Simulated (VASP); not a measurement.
# Al2InN3 (Cmc2_1) in VASP: further runs, part 2 of 2

VASP 6.6.1.

### 4 Single point, PBE (13.62 Å³/atom)

This run uses another cell than the first one, of 13.62 Å³/atom.

INCAR reads:

```
ALGO = Normal
EDIFF = 1E-6
ENCUT = 520
GGA = PE
ISIF = 2
ISMEAR = 0
LASPH = True
LCHARG = False
LREAL = False
LWAVE = False
NBANDS = 46
NELM = 100
PREC = Accurate
SIGMA = 0.05
```

KPOINTS reads:

```
k-points
0
Gamma
  6 6 6
```

POSCAR reads:

```
Al2InN3
1.0
    5.0156457097     -3.0428883887      0.0000000000
    5.0156457097      3.0428883887      0.0000000000
    0.0000000000      0.0000000000      5.3548507250
Al In N
4 2 6
Direct
    0.0084427086      0.3348641725      0.9917411822
    0.6651358275      0.9915572914      0.9917411822
    0.9915572914      0.6651358275      0.4917411822
    0.3348641725      0.0084427086      0.4917411822
    0.3220722962      0.6779277038      0.9869930315
    0.6779277038      0.3220722962      0.4869930315
    0.0367610679      0.3336262977      0.3556963910
    0.6663737023      0.9632389321      0.3556963910
    0.9632389321      0.6663737023      0.8556963910
    0.3336262977      0.0367610679      0.8556963910
    0.2982358752      0.7017641248      0.4061317922
    0.7017641248      0.2982358752      0.9061317922
```

Potentials or basis: VASP PAW PBE potentials, release 64 (Al, In_d, N).

Run with:

```bash
$ cat potpaw_PBE.64/Al/POTCAR potpaw_PBE.64/In_d/POTCAR potpaw_PBE.64/N/POTCAR > POTCAR
$ mpirun -np 1 vasp_std > vasp.out
```

OUTCAR:

```text
EDIFF = 1E-6
   ENCUT = 520
   GGA = PE
   ISIF = 2
   ISMEAR = 0
   LASPH = True
   LREAL = False
   NELM = 100
   PREC = Accurate

 ion  position               nearest neighbor table
   1  0.008  0.335  0.992-   7 1.96  12 1.96   9 1.98  10 2.04   3 3.28   3 3.28   5 3.30   6 3.31
                             4 3.33   4 3.33   6 3.35   5 3.42   5 3.57
   2  0.665  0.992  0.992-   8 1.96  12 1.96  10 1.98   9 2.04   4 3.28   4 3.28   5 3.30   6 3.31
                             3 3.33   3 3.33   6 3.35   5 3.42   5 3.57
   3  0.992  0.665  0.492-   9 1.96  11 1.96   7 1.98   8 2.04   1 3.28   1 3.28   6 3.30   5 3.31
                             2 3.33   2 3.33   5 3.35   6 3.42   6 3.57
   4  0.335  0.008  0.492-  10 1.96  11 1.96   8 1.98   7 2.04   2 3.28   2 3.28   6 3.30   5 3.31
                             1 3.33   1 3.33   5 3.35   6 3.42   6 3.57
   5  0.322  0.678  0.987-  11 2.25  10 2.25   9 2.25  12 2.35   1 3.30   2 3.30   3 3.31   4 3.31
                             3 3.35   4 3.35   1 3.42   2 3.42   6 3.44   6 3.44   2 3.57   1 3.57
   6  0.678  0.322  0.487-  12 2.25   8 2.25   7 2.25  11 2.35   3 3.30   4 3.30   1 3.31   2 3.31
                             1 3.35   2 3.35   4 3.42   3 3.42   5 3.44   5 3.44   4 3.57   3 3.57
[... 226 lines left out ...]
      3      -8.5710      2.00000
      4      -8.4726      2.00000
      5      -8.4505      2.00000
      6      -8.2781      2.00000
[... 1165 lines left out ...]
     45      13.2499      0.00000
     46      13.4642      0.00000

 [... further k-points ...]
[... 5 lines left out ...]
  --------------------------------------------------------------------------------------
  -------------------------------------------------------------------------------------
  Total      -11.7716838    -22.5664176    -10.9312600      0.0000000      0.0000000      0.0000000
  in kB     -115.3875444   -221.1989003   -107.1496032      0.0000000      0.0000000      0.0000000
  external PRESSURE =    -147.9120160 kB  Pullay stress =       0.0000000 kB

 VOLUME and BASIS-vectors are now :
 -----------------------------------------------------------------------------
  energy-cutoff  :      520.00
  volume of cell :      163.45
      direct lattice vectors                 reciprocal lattice vectors
     5.015645710 -3.042888389  0.000000000     0.099688062 -0.164317562  0.000000000
     5.015645710  3.042888389  0.000000000     0.099688062  0.164317562  0.000000000
     0.000000000  0.000000000  5.354850725     0.000000000  0.000000000  0.186746569

 POSITION                                       TOTAL-FORCE (eV/Angst)
 -----------------------------------------------------------------------------------
      1.72191      0.99326      5.31063        -0.007631     -0.098165     -0.130086
      8.30939      0.99326      5.31063         0.007631     -0.098165     -0.130086
      8.30939     -0.99326      2.63320         0.007631      0.098165     -0.130086
      1.72191     -0.99326      2.63320        -0.007631      0.098165     -0.130086
      5.01565      1.08283      5.28520         0.000000     -0.192262     -0.050033
      5.01565     -1.08283      2.60777         0.000000      0.192262     -0.050033
      1.85773      0.90333      1.90470         0.070564     -0.189008      0.161987
      8.17356      0.90333      1.90470        -0.070564     -0.189008      0.161987
      8.17356     -0.90333      4.58213        -0.070564      0.189008      0.161987
      1.85773     -0.90333      4.58213         0.070564      0.189008      0.161987
      5.01565      1.22789      2.17478         0.000000     -0.102942     -0.013768
      5.01565     -1.22789      4.85220         0.000000      0.102942     -0.013768
 -----------------------------------------------------------------------------------
    total drift:                               -0.000000      0.000000     -0.000158

  FREE ENERGIE OF THE ION-ELECTRON SYSTEM (eV)
  ---------------------------------------------------
  free  energy   TOTEN  =       -79.7238897209 eV

  energy  without entropy=      -79.7238897209  energy(sigma->0) =      -79.72388972
```

OSZICAR:

```text
N       E                     dE             d eps       ncg     rms          rms(c)
DAV:   1     0.667150747926E+03    0.66715E+03   -0.30115E+04  4784   0.162E+03
DAV:   2     0.371215566933E+02   -0.63003E+03   -0.58745E+03  5012   0.427E+02
DAV:   3    -0.849693988933E+02   -0.12209E+03   -0.11765E+03  5874   0.178E+02
DAV:   4    -0.930850143380E+02   -0.81156E+01   -0.80303E+01  6432   0.482E+01
DAV:   5    -0.933540369351E+02   -0.26902E+00   -0.26838E+00  6448   0.906E+00    0.209E+01
DAV:   6    -0.796074537528E+02    0.13747E+02   -0.54675E+01  7606   0.528E+01    0.169E+01
DAV:   7    -0.798225039962E+02   -0.21505E+00   -0.43126E+00  5366   0.106E+01    0.537E+00
DAV:   8    -0.797505262064E+02    0.71978E-01   -0.31000E-01  7742   0.397E+00    0.394E+00
DAV:   9    -0.797235171540E+02    0.27009E-01   -0.92870E-02  8354   0.388E+00    0.549E-01
DAV:  10    -0.797225069932E+02    0.10102E-02   -0.17425E-02  7128   0.114E+00    0.382E-01
DAV:  11    -0.797233792317E+02   -0.87224E-03   -0.47933E-03  6922   0.513E-01    0.237E-01
DAV:  12    -0.797238410862E+02   -0.46185E-03   -0.76366E-04  6692   0.219E-01    0.567E-02
DAV:  13    -0.797238857996E+02   -0.44713E-04   -0.17073E-04  6946   0.118E-01    0.207E-02
DAV:  14    -0.797238887654E+02   -0.29658E-05   -0.22936E-05  7242   0.405E-02    0.947E-03
DAV:  15    -0.797238898790E+02   -0.11136E-05   -0.59382E-06  5948   0.292E-02    0.257E-03
DAV:  16    -0.797238897209E+02    0.15806E-06   -0.44311E-07  3280   0.831E-03
   1 F= -.79723890E+02 E0= -.79723890E+02  d E =-.421620E-15
```

Run time: 14 min. Hardware: 1 thread of Oxide Virtual Turin-like, shared host; peak memory 0.45 GiB.

Results:

```yaml
Free_energy: -79.7239 eV
Pressure: -14.8 GPa
Largest_force: 0.259 eV/Å
Band_gap_on_the_k_mesh: 1.49 eV
```

Forces on the atoms (eV/Å):
```
Al  -0.008 -0.098 -0.130
Al   0.008 -0.098 -0.130
Al   0.008  0.098 -0.130
Al  -0.008  0.098 -0.130
In   0.000 -0.192 -0.050
In   0.000  0.192 -0.050
N    0.071 -0.189  0.162
N   -0.071 -0.189  0.162
N   -0.071  0.189  0.162
N    0.071  0.189  0.162
N    0.000 -0.103 -0.014
N    0.000  0.103 -0.014
```

Levels at points of the mesh, in eV from the valence-band top:
```
           k point  band 31  band 32  band 33  band 34  band 35  band 36  band 37  band 38
(0.00, 0.00, 0.00)    -0.58    -0.18    -0.03     0.00     1.49     3.49     5.22     5.36
(0.50, 0.00, 0.00)    -0.64    -0.60    -0.56    -0.36     3.48     3.66     5.19     5.37
(0.50, 0.50, 0.00)    -0.59    -0.51    -0.46    -0.24     3.43     4.03     4.60     5.82
(0.00, 0.00, 0.50)    -0.36    -0.36    -0.16    -0.16     3.49     3.49     6.17     6.17
(0.50, 0.00, 0.50)    -0.90    -0.90    -0.43    -0.43     3.86     3.86     5.06     5.06
(0.50, 0.50, 0.50)    -0.79    -0.79    -0.52    -0.52     4.14     4.14     5.00     5.00
```

Caveat: the stress differs along the axes, from -22 to -11 GPa; spin-orbit coupling is left out, which moves the levels of the heavy elements.

### 5 Overview

| cell | gap on the mesh (eV) | pressure (GPa) | largest force (eV/Å) |
| --- | --- | --- | --- |
| a = 5.746, b = 5.746, c = 5.318 Å, angles 90.0, 90.0, 59.8°, 12 atoms | 1.94 | -6.2 | 0.03 |
| a = 5.890, b = 5.890, c = 5.451 Å, angles 90.0, 90.0, 59.8°, 12 atoms | 1.54 | -15.1 | 0.07 |
| a = 5.867, b = 5.867, c = 5.355 Å, angles 90.0, 90.0, 62.5°, 12 atoms | 1.49 | -14.8 | 0.26 |

Alike in all rows: task single point; level PBE; potentials or basis VASP PAW PBE potentials, release 64 (Al, In_d, N); no spin polarisation; k mesh 6 × 6 × 6; cutoff (eV) 520; smearing gaussian 0.05 eV.

Caveats: spin-orbit coupling is left out, which moves the levels of the heavy elements; the cell stands under tension (at least some runs); the stress differs along the axes, from -22 to -11 GPa (at least some runs).

Total energies depend on the potentials used, so only differences within one code and one set of settings carry meaning.
